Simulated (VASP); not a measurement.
# As in VASP: single point with PBEsol+D3(BJ)

Aim: the single point of As with PBEsol+D3(BJ).

Everything below comes from runs of VASP 6.6.1. Logs are shortened: lines on timing, memory, paths and dates and some standing lists are left out, and cuts for length are marked.

## (1) The cell of the first run

The cell holds a slab with vacuum, 2 atoms: a = 3.484 Å, b = 3.484 Å, c = 23.240 Å, α = 90.00°, β = 90.00°, γ = 120.00°.

## (2) Single point, PBEsol+D3(BJ)

INCAR

```
ALGO = Normal ; DIPOL = 0.5 0.5 0.639
EDIFF = 1E-6 ; ENCUT = 400
GGA = PS ; GGA_COMPAT = F
IDIPOL = 3 ; ISIF = 2
ISMEAR = 0 ; IVDW = 12
LASPH = T ; LCHARG = F
LDIPOL = T ; LREAL = F
LWAVE = F ; NBANDS = 22
NELM = 120 ; NELMDL = -8
PREC = Accurate ; SIGMA = 0.04
```

KPOINTS

```
k-points
0
Gamma
  12 12 1
```

POSCAR

```
As
1.0
    3.4842955108      0.0000000000      0.0000000000
   -1.7421477554      3.0174884267      0.0000000000
    0.0000000000      0.0000000000     23.2400000000
As
2
Direct
    0.3333333333      0.6666666667      0.6088855250
    0.6666666667      0.3333333333      0.6694752303
```

Potentials or basis: VASP PAW PBE potentials, release 64 (As_d).

On the command line:

```sh
cat potpaw_PBE.64/As_d/POTCAR > POTCAR
mpirun -np 1 vasp_std > vasp.out
```

OUTCAR:

```text
EDIFF = 1E-6
   ENCUT = 400
   GGA = PS
   ISIF = 2
   ISMEAR = 0
   IVDW = 12
   LASPH = T
   LREAL = F
   NELM = 120
   NELMDL = -8
   PREC = Accurate
 IVDW          = 12

 ion  position               nearest neighbor table
   1  0.333  0.667  0.609-   2 2.46   2 2.46   2 2.46
   2  0.667  0.333  0.669-   1 2.46   1 2.46   1 2.46

  LATTYP: Found a hexagonal cell.
 ALAT       =     3.4842955108
 C/A-ratio  =     6.6699279461

  Lattice vectors:

 A1 = (   3.4842955108,   0.0000000000,   0.0000000000)
 A2 = (  -1.7421477554,   3.0174884267,   0.0000000000)
 A3 = (   0.0000000000,   0.0000000000,  23.2400000000)

Analysis of symmetry for initial positions (statically):
=====================================================================
 Subroutine PRICEL returns:
 Original cell was already a primitive cell.

 Routine SETGRP: Setting up the symmetry group for a
 hexagonal supercell.

 Subroutine GETGRP returns: Found 12 space group operations
 (whereof  6 operations were pure point group operations)
 out of a pool of 24 trial point group operations.

The static configuration has the point symmetry C_3v.
 The point group associated with its full space group is D_3d.

Analysis of symmetry for dynamics (positions and initial velocities):
=====================================================================
 Subroutine PRICEL returns:
 Original cell was already a primitive cell.

 Routine SETGRP: Setting up the symmetry group for a
 hexagonal supercell.

 Subroutine GETGRP returns: Found 12 space group operations
 (whereof  6 operations were pure point group operations)
 out of a pool of 24 trial point group operations.

The dynamic configuration has the point symmetry C_3v.
 The point group associated with its full space group is D_3d.

 Subroutine INISYM returns: Found 12 space group operations
 (whereof  6 operations are pure point group operations),
 and found     1 'primitive' translations

----------------------------------------------------------------------------------------

                                     Primitive cell

  volume of cell :     244.3412

  direct lattice vectors                    reciprocal lattice vectors
     3.484295511  0.000000000  0.000000000     0.287002063  0.165700718  0.000000000
    -1.742147755  3.017488427  0.000000000     0.000000000  0.331401437  0.000000000
[... 81 lines left out ...]
   EDIFFG = 0.1E-04   stopping-criterion for IOM
   NSW    =      0    number of steps for IOM
   IBRION =     -1    ionic relax: 0-MD 1-quasi-New 2-CG
   NFREE  =      0    steps in history (QN), initial steepest desc. (CG)
   ISIF   =      2    stress and relaxation
   ISYM   =      2    0-nonsym 1-usesym 2-fastsym
   POTIM  = 0.5000    time-step for ionic-motion
   TEBEG  =    0.0;   TEEND  =   0.0 temperature during run
   PSTRESS=    0.0 pullay stress
   NELECT =      30.0000    total number of electrons
   NUPDOWN=      -1.0000    fix difference up-down
   EMIN   =  10.00;   EMAX   =-10.00  energy-range for DOS
   EFERMI =   0.00;   METHOD = LEGACY
   ISMEAR =     0;   SIGMA  =   0.04  broadening in eV -4-tet -1-fermi 0-gaus
   EFERMI_NEDOS =   21; number of points for ismear=-14 and -15
   IALGO  =     38    algorithm
   IMIX   =      4    mixing-type and parameters
     AMIX     =   0.40;   BMIX     =  1.00
     AMIX_MAG =   1.60;   BMIX_MAG =  1.00
  volume/ion in A,a.u.               =     122.17       824.45
  Fermi-wavevector in a.u.,A,eV,Ry     =   0.813673  1.537618  9.007915  0.662063
  Thomas-Fermi vector in A             =   1.923440
   LORBIT       =      0    0 simple, 1 ext, 2 COOP (PROOUT), +10 PAW based schemes
   GGA     = PS    functional components
   LHFCALC =     F    Hartree Fock is set to
   AEXX    =    0.0000 exact exchange contribution
   IVDW    =    12    specifies the selected vdW correction
   LEPSILON=     F    determine dielectric tensor
   LRPA    =     F    only Hartree local field effects (RPA)
 non-spin polarized calculation
 Gauss-broadening in eV      SIGMA  =   0.04
  energy-cutoff  :      400.00
  volume of cell :      244.34
 maximum number of plane-waves:      4469
 NGX is ok and might be reduce to    24
   NGX = 11   NGY = 11   NGZ = 75

 dipolmoment           0.000000      0.000000     -0.000000 electrons x Angstroem

 number of electron      29.9999957 magnetization

 dipolmoment           0.000000      0.000000      0.000002 electrons x Angstroem

 Free energy of the ion-electron system (eV)
  ---------------------------------------------------
  ext. energy  EPLUGINS =         0.00000000
  ---------------------------------------------------
  free energy    TOTEN  =       -10.04373187 eV

  energy without entropy =      -10.04373187  energy(sigma->0) =      -10.04373187

 E-fermi :  -3.4238     XC(G=0):  -2.4535

 val. band max:       -3.6520625807   @ k =   0.0000   0.0000   0.0000
 cond. band min:      -2.3720151335   @ k =   0.3333  -0.0000   0.0000
 fundamental gap:      1.2800474472
 Fermi energy:        -3.4237568908

 k-point     1 :       0.0000    0.0000    0.0000
  band No.  band energies     occupation
      1     -39.0185      2.00000
      2     -39.0185      2.00000
      3     -38.9702      2.00000
      4     -38.9702      2.00000
      5     -38.9251      2.00000
      6     -38.8866      2.00000
[... 464 lines left out ...]
     21       5.4983      0.00000
     22       6.2411      0.00000

------------------------ aborting loop because EDIFF is reached ----------------------------------------

 vacuum level on the upper side and lower side of the slab       (xc-potential included)        -0.008        -0.008

 Edisp (eV)   -0.33124

 E8    (eV) :    -0.2213

  FORCE on cell =-STRESS in cart. coord.  units (eV):
  Direction    XX          YY          ZZ          XY          YZ          ZX
  --------------------------------------------------------------------------------------
  -------------------------------------------------------------------------------------
  Total       0.37262     0.37262    -0.09884     0.00000     0.00000    -0.00000
  in kB       2.44332     2.44332    -0.64810     0.00000     0.00000    -0.00000
  external pressure =        1.41 kB  Pullay stress =        0.00 kB

 VOLUME and BASIS-vectors are now :
 -----------------------------------------------------------------------------
  energy-cutoff  :      400.00
  volume of cell :      244.34
      direct lattice vectors                 reciprocal lattice vectors
     3.484295511  0.000000000  0.000000000     0.287002063  0.165700718  0.000000000
    -1.742147755  3.017488427  0.000000000     0.000000000  0.331401437  0.000000000
     0.000000000  0.000000000 23.240000000     0.000000000  0.000000000  0.043029260

 POSITION                                       TOTAL-FORCE (eV/Angst)
 -----------------------------------------------------------------------------------
     -0.00000      2.01166     14.15050        -0.000000      0.000000      0.015147
      1.74215      1.00583     15.55860         0.000000     -0.000000     -0.015147
 -----------------------------------------------------------------------------------
    total drift:                                0.000000     -0.000000      0.000106

  FREE ENERGIE OF THE ION-ELECTRON SYSTEM (eV)
  ---------------------------------------------------
  free  energy   TOTEN  =       -10.3749690047 eV

  energy  without entropy=      -10.3749690047  energy(sigma->0) =      -10.37496900

 vacuum level on the upper side and lower side of the slab         1.408         1.408
```

stdout:

```text
POSCAR found type information on POSCAR As
 POSCAR found :  1 types and       2 ions
 scaLAPACK will be used
 -----------------------------------------------------------------------------
|                                                                             |
|                                                                             |
|     You enforced a specific xc type in the INCAR file but a different       |
|     I HOPE YOU KNOW WHAT YOU ARE DOING!                                     |
|                                                                             |
 -----------------------------------------------------------------------------

 LDA part: xc-table for (Slater+PW92), standard interpolation
 POSCAR, INCAR and KPOINTS ok, starting setup
 FFT: planning ... GRIDC
 FFT: planning ... GRID_SOFT
 FFT: planning ... GRID
 WAVECAR not read
 entering main loop
```

Wall time 81 s (1 thread of Intel Xeon Platinum 8259CL at 2.50GHz (Skylake/Cascade Lake), shared host); peak memory 0.31 GiB.

Results:

- Free energy: -10.3750 eV
- Largest force: 0.015 eV/Å
- Band gap on the k mesh: 1.28 eV (least direct gap 2.24 eV)
- Dispersion energy per atom: -0.166 eV

Forces in eV/Å, atoms in the order of the input:
```
As   0.000  0.000  0.015
As   0.000  0.000 -0.015
```

Caveat: the PAW data sets were made with another functional, which shifts forces and pressure a little.
